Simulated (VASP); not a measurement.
Set up this calculation in VASP 6.6.1, as the native input.

- Task: relaxation of cell and atoms
- Functional: PBEsol
- Potentials or basis: VASP PAW PBE potentials, release 64 (W_sv)
- Cutoff: 600 eV
- k mesh: 16 × 16 × 9
- Occupations: fermi-dirac, width 0.1 eV
- Spin: no spin polarisation
- Target pressure: 31 GPa
- Dipole correction: no
- Further INCAR settings: ALGO = Normal; EDIFF = 1e-06; IBRION = 2; EDIFFG = -0.005; NSW = 60; ISIF = 3

The structure of W lies in POSCAR:

```
W
1.0
    2.7546605107      0.0000000000      0.0000000000
   -1.3773302554      2.3856059811      0.0000000000
    0.0000000000      0.0000000000      4.4625500273
W
2
Direct
    0.3333333333      0.6666666667      0.2500000000
    0.6666666667      0.3333333333      0.7500000000
```

These files were run (other wordings do the same):

INCAR

```
PREC     = Accurate       # precision mode
ENCUT    = 600            # plane-wave cutoff, eV
EDIFF    = 1E-6           # SCF threshold, eV
ISMEAR   = -1             # smearing method
SIGMA    = 0.1            # smearing width, eV
LREAL    = F              # projectors in reciprocal space
LASPH    = T              # aspherical terms in the spheres
NELM     = 80             # most SCF steps
ALGO     = Normal         # electronic algorithm
ISIF     = 3              # what is computed and relaxed
LWAVE    = F              # write WAVECAR
LCHARG   = F              # write CHGCAR
GGA      = PS             # functional
IBRION   = 2              # ionic algorithm
NSW      = 60             # ionic steps
EDIFFG   = -0.005         # ionic threshold
PSTRESS  = 310.0
```

KPOINTS

```
Automatic mesh
0
Gamma
  16 16 9
```

Potentials or basis: VASP PAW PBE potentials, release 64 (W_sv).

Command:

```sh
$ cat potpaw_PBE.64/W_sv/POTCAR > POTCAR
$ mpirun -np 1 vasp_std > vasp.out
```

Results of the run:

```json
{
  "Relaxed volume": "14.73 Å³/atom",
  "Relaxed cell": "a = 2.689 Å, b = 2.689 Å, c = 4.707 Å, α = 90.00°, β = 90.00°, γ = 120.00°",
  "Space group after relaxing (to 0.05 Å)": "P6_3/mmc (No. 194)",
  "Energy change on relaxing (the enthalpy is what falls)": "-60.9 meV/atom",
  "Ionic steps": "18",
  "Pressure after relaxing": "31.0 GPa",
  "Band gap on the k mesh": "zero (band 14 reaches 13.32 eV, above the bottom of band 15 at 11.45 eV)"
}
```

Caveat: the cell is relaxed towards a set pressure, so the enthalpy falls and the energy may rise; the PAW data sets were made with another functional, which shifts forces and pressure a little; spin-orbit coupling is left out, which moves the levels of the heavy elements.

Wall time 3.4 min on 1 thread of Intel(R) Xeon(R) 6975P-C (Granite Rapids), on a shared host, peak memory 0.23 GiB.
